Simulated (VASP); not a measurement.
# MgZn3Te4 (P-43m) in VASP: single point with PBE

Aim: the single point of MgZn3Te4 with PBE.

Program: VASP 6.6.1. These are calculated values, not measurements. Logs are shortened: lines on timing, memory, paths and dates and some standing lists are left out, and cuts for length are marked.

## Step 1: The cell of the first run

Symmetry: P-43m, No. 215, cubic system. The conventional cell has a = 6.265 Å, b = 6.265 Å, c = 6.265 Å, α = 90.00°, β = 90.00°, γ = 90.00°. Within 3.7 Å of Mg (site symmetry -43m) lie 4 Te at 2.79 Å. Zn (site symmetry -42m) has 4 Te at 2.69 Å within 3.5 Å. Te (site symmetry 3m) has 3 Zn at 2.69 Å and 1 Mg at 2.79 Å within 3.5 Å.

## Step 2: Single point, PBE

INCAR reads:

```
SYSTEM = MgZn3Te4
PREC = Accurate ; ENCUT = 520
EDIFF = 1E-6 ; ISMEAR = 0
SIGMA = 0.02 ; LREAL = .False.
LASPH = .True. ; NELM = 80
ALGO = Normal ; ISIF = 2
LWAVE = .False. ; LCHARG = .False.
GGA = PE ; NBANDS = 41
```

KPOINTS reads:

```
regular mesh
0
Gamma
  6 6 6
  0 0 0
```

POSCAR reads:

```
MgZn3Te4
1.0
    6.2645665603      0.0000000000      0.0000000000
    0.0000000000      6.2645665603      0.0000000000
    0.0000000000      0.0000000000      6.2645665603
Mg Zn Te
1 3 4
Direct
    0.0000000000      0.0000000000      0.0000000000
    0.0000000000      0.5000000000      0.5000000000
    0.5000000000      0.0000000000      0.5000000000
    0.5000000000      0.5000000000      0.0000000000
    0.2567379732      0.2567379732      0.7432620268
    0.2567379732      0.7432620268      0.2567379732
    0.7432620268      0.2567379732      0.2567379732
    0.7432620268      0.7432620268      0.7432620268
```

Potentials or basis: VASP PAW PBE potentials, release 64 (Mg, Zn, Te).

On the command line:

```sh
$ cat potpaw_PBE.64/Mg/POTCAR potpaw_PBE.64/Zn/POTCAR potpaw_PBE.64/Te/POTCAR > POTCAR
$ mpirun -np 1 vasp_std > vasp.out
```

OUTCAR:

```text
SYSTEM = MgZn3Te4
   PREC = Accurate
   ENCUT = 520
   EDIFF = 1E-6
   ISMEAR = 0
   LREAL = .False.
   LASPH = .True.
   NELM = 80
   ISIF = 2
   GGA = PE

 ion  position               nearest neighbor table
   1  0.000  0.000  0.000-   5 2.79   6 2.79   7 2.79   8 2.79
   2  0.000  0.500  0.500-   5 2.69   6 2.69   7 2.69   8 2.69
   3  0.500  0.000  0.500-   5 2.69   6 2.69   7 2.69   8 2.69
   4  0.500  0.500  0.000-   5 2.69   6 2.69   7 2.69   8 2.69
   5  0.257  0.257  0.743-   2 2.69   3 2.69   4 2.69   1 2.79
   6  0.257  0.743  0.257-   2 2.69   3 2.69   4 2.69   1 2.79
   7  0.743  0.257  0.257-   2 2.69   3 2.69   4 2.69   1 2.79
   8  0.743  0.743  0.743-   2 2.69   3 2.69   4 2.69   1 2.79

  LATTYP: Found a simple cubic cell.
 ALAT       =     6.2645665603

  Lattice vectors:

 A1 = (   6.2645665603,   0.0000000000,   0.0000000000)
 A2 = (   0.0000000000,   6.2645665603,   0.0000000000)
 A3 = (   0.0000000000,   0.0000000000,   6.2645665603)

Analysis of symmetry for initial positions (statically):
=====================================================================
 Subroutine PRICEL returns:
 Original cell was already a primitive cell.

 Routine SETGRP: Setting up the symmetry group for a
 simple cubic supercell.

 Subroutine GETGRP returns: Found 24 space group operations
 (whereof 24 operations were pure point group operations)
 out of a pool of 48 trial point group operations.

The static configuration has the point symmetry T_d .

Analysis of symmetry for dynamics (positions and initial velocities):
=====================================================================
 Subroutine PRICEL returns:
 Original cell was already a primitive cell.

 Routine SETGRP: Setting up the symmetry group for a
 simple cubic supercell.

 Subroutine GETGRP returns: Found 24 space group operations
 (whereof 24 operations were pure point group operations)
 out of a pool of 48 trial point group operations.

The dynamic configuration has the point symmetry T_d .

 Subroutine INISYM returns: Found 24 space group operations
 (whereof 24 operations are pure point group operations),
 and found     1 'primitive' translations

----------------------------------------------------------------------------------------

                                     Primitive cell

  volume of cell :     245.8516

  direct lattice vectors                    reciprocal lattice vectors
     6.264566560  0.000000000  0.000000000     0.159627963  0.000000000  0.000000000
     0.000000000  6.264566560  0.000000000     0.000000000  0.159627963  0.000000000
[... 101 lines left out ...]
   TEBEG  =    0.0;   TEEND  =   0.0 temperature during run
   PSTRESS=    0.0 pullay stress
   NELECT =      62.0000    total number of electrons
   NUPDOWN=      -1.0000    fix difference up-down
   EMIN   =  10.00;   EMAX   =-10.00  energy-range for DOS
   EFERMI =   0.00;   METHOD = LEGACY
   ISMEAR =     0;   SIGMA  =   0.02  broadening in eV -4-tet -1-fermi 0-gaus
   EFERMI_NEDOS =   21; number of points for ismear=-14 and -15
   IALGO  =     38    algorithm
   IMIX   =      4    mixing-type and parameters
     AMIX     =   0.40;   BMIX     =  1.00
     AMIX_MAG =   1.60;   BMIX_MAG =  1.00
  volume/ion in A,a.u.               =      30.73       207.39
  Fermi-wavevector in a.u.,A,eV,Ry     =   1.034303  1.954549 14.555272  1.069782
  Thomas-Fermi vector in A             =   2.168591
   LORBIT       =      0    0 simple, 1 ext, 2 COOP (PROOUT), +10 PAW based schemes
   GGA     = PE    functional components
   LHFCALC =     F    Hartree Fock is set to
   AEXX    =    0.0000 exact exchange contribution
   IVDW    =     0    specifies the selected vdW correction
   LEPSILON=     F    determine dielectric tensor
   LRPA    =     F    only Hartree local field effects (RPA)
 non-spin polarized calculation
 Gauss-broadening in eV      SIGMA  =   0.02
  energy-cutoff  :      520.00
  volume of cell :      245.85
 maximum number of plane-waves:      6704
 NGX is ok and might be reduce to    48
   NGX = 23   NGY = 23   NGZ = 23

 number of electron      61.9999937 magnetization

 Free energy of the ion-electron system (eV)
  ---------------------------------------------------
  ext. energy  EPLUGINS =         0.00000000
  ---------------------------------------------------
  free energy    TOTEN  =       -21.86767116 eV

  energy without entropy =      -21.86767116  energy(sigma->0) =      -21.86767116

 E-fermi :   2.6532     XC(G=0):  -8.4991

 val. band max:        2.5280381287   @ k =   0.0000   0.0000   0.0000
 cond. band min:       3.7657972735   @ k =   0.0000   0.0000   0.0000
 fundamental gap:      1.2377591448
 Fermi energy:         2.6532247944

 k-point     1 :       0.0000    0.0000    0.0000
  band No.  band energies     occupation
      1      -8.6358      2.00000
      2      -7.6359      2.00000
      3      -7.6359      2.00000
      4      -7.6359      2.00000
      5      -4.0295      2.00000
      6      -4.0295      2.00000
[... 869 lines left out ...]
     40       7.6482      0.00000
     41       7.8749      0.00000

------------------------ aborting loop because EDIFF is reached ----------------------------------------

  FORCE on cell =-STRESS in cart. coord.  units (eV):
  Direction    XX          YY          ZZ          XY          YZ          ZX
  --------------------------------------------------------------------------------------
  -------------------------------------------------------------------------------------
  Total        0.0630593      0.0630593      0.0630593      0.0000000      0.0000000     -0.0000000
  in kB        0.4109480      0.4109480      0.4109480      0.0000000      0.0000000     -0.0000000
  external PRESSURE =       0.4109480 kB  Pullay stress =       0.0000000 kB

 VOLUME and BASIS-vectors are now :
 -----------------------------------------------------------------------------
  energy-cutoff  :      520.00
  volume of cell :      245.85
      direct lattice vectors                 reciprocal lattice vectors
     6.264566560  0.000000000  0.000000000     0.159627963  0.000000000  0.000000000
     0.000000000  6.264566560  0.000000000     0.000000000  0.159627963  0.000000000
     0.000000000  0.000000000  6.264566560     0.000000000  0.000000000  0.159627963

 POSITION                                       TOTAL-FORCE (eV/Angst)
 -----------------------------------------------------------------------------------
      0.00000      0.00000      0.00000        -0.000000     -0.000000     -0.000000
      0.00000      3.13228      3.13228        -0.000000     -0.000000     -0.000000
      3.13228      0.00000      3.13228        -0.000000     -0.000000     -0.000000
      3.13228      3.13228      0.00000        -0.000000     -0.000000     -0.000000
      1.60835      1.60835      4.65621        -0.004458     -0.004458      0.004458
      1.60835      4.65621      1.60835        -0.004458      0.004458     -0.004458
      4.65621      1.60835      1.60835         0.004458     -0.004458     -0.004458
      4.65621      4.65621      4.65621         0.004458      0.004458      0.004458
 -----------------------------------------------------------------------------------
    total drift:                                0.000000      0.000000     -0.000000

  FREE ENERGIE OF THE ION-ELECTRON SYSTEM (eV)
  ---------------------------------------------------
  free  energy   TOTEN  =       -21.8676711603 eV

  energy  without entropy=      -21.8676711603  energy(sigma->0) =      -21.86767116
```

OSZICAR:

```text
N       E                     dE             d eps       ncg     rms          rms(c)
DAV:   1     0.393039981094E+03    0.39304E+03   -0.25684E+04  1640   0.146E+03
DAV:   2     0.198979835733E+02   -0.37314E+03   -0.35423E+03  1730   0.325E+02
DAV:   3    -0.211351343272E+02   -0.41033E+02   -0.40416E+02  1903   0.110E+02
DAV:   4    -0.225672214056E+02   -0.14321E+01   -0.14288E+01  1871   0.194E+01
DAV:   5    -0.226047261218E+02   -0.37505E-01   -0.37502E-01  2089   0.288E+00    0.778E+00
DAV:   6    -0.218899282225E+02    0.71480E+00   -0.21380E+00  2099   0.234E+01    0.594E+00
DAV:   7    -0.218595711477E+02    0.30357E-01   -0.95648E-01  1852   0.500E+00    0.260E+00
DAV:   8    -0.218661339992E+02   -0.65629E-02   -0.23619E-02  1867   0.979E-01    0.986E-01
DAV:   9    -0.218672915326E+02   -0.11575E-02   -0.81627E-03  1929   0.882E-01    0.221E-01
DAV:  10    -0.218675157483E+02   -0.22422E-03   -0.28848E-03  2092   0.572E-01    0.682E-02
DAV:  11    -0.218676339735E+02   -0.11823E-03   -0.56599E-04  1869   0.216E-01    0.354E-02
DAV:  12    -0.218676631612E+02   -0.29188E-04   -0.11846E-04  2024   0.510E-02    0.163E-02
DAV:  13    -0.218676703047E+02   -0.71435E-05   -0.70717E-05  1881   0.764E-02    0.637E-03
DAV:  14    -0.218676711603E+02   -0.85559E-06   -0.59365E-06  1750   0.180E-02
   1 F= -.21867671E+02 E0= -.21867671E+02  d E =-.151282E-20
```

stdout:

```text
POSCAR found type information on POSCAR MgZnTe
 POSCAR found :  3 types and       8 ions
 scaLAPACK will be used
 LDA part: xc-table for (Slater+PW92), standard interpolation
 POSCAR, INCAR and KPOINTS ok, starting setup
 FFT: planning ... GRIDC
 FFT: planning ... GRID_SOFT
 FFT: planning ... GRID
 WAVECAR not read
 entering main loop
```

Wall time 6.3 min (1 thread of Intel Xeon 6975P-C, shared host); peak memory 0.43 GiB.

Results:

```yaml
Free_energy: -21.8677 eV
Pressure: 0.0 GPa
Largest_force: 0.008 eV/Å
Band_gap_on_the_k_mesh: 1.24 eV, direct
```

Forces on the atoms (eV/Å):
```
Mg   0.000  0.000  0.000
Zn   0.000  0.000  0.000
Zn   0.000  0.000  0.000
Zn   0.000  0.000  0.000
Te  -0.004 -0.004  0.004
Te  -0.004  0.004 -0.004
Te   0.004 -0.004 -0.004
Te   0.004  0.004  0.004
```

Levels at points of the mesh, in eV from the valence-band top:
```csv
k point,band 29,band 30,band 31,band 32,band 33,band 34
"(0.00, 0.00, 0.00)",0.00,0.00,0.00,1.24,2.40,2.40
"(0.50, 0.00, 0.00)",-1.18,-0.90,-0.90,2.77,3.11,3.70
"(0.50, 0.50, 0.00)",-0.74,-0.71,-0.71,3.13,3.13,3.38
"(0.50, 0.50, 0.50)",-0.67,-0.67,-0.67,1.79,1.79,1.79
```

Caveat: spin-orbit coupling is left out, which moves the levels of the heavy elements. As with any semilocal functional, this PBE gap is likely too small.
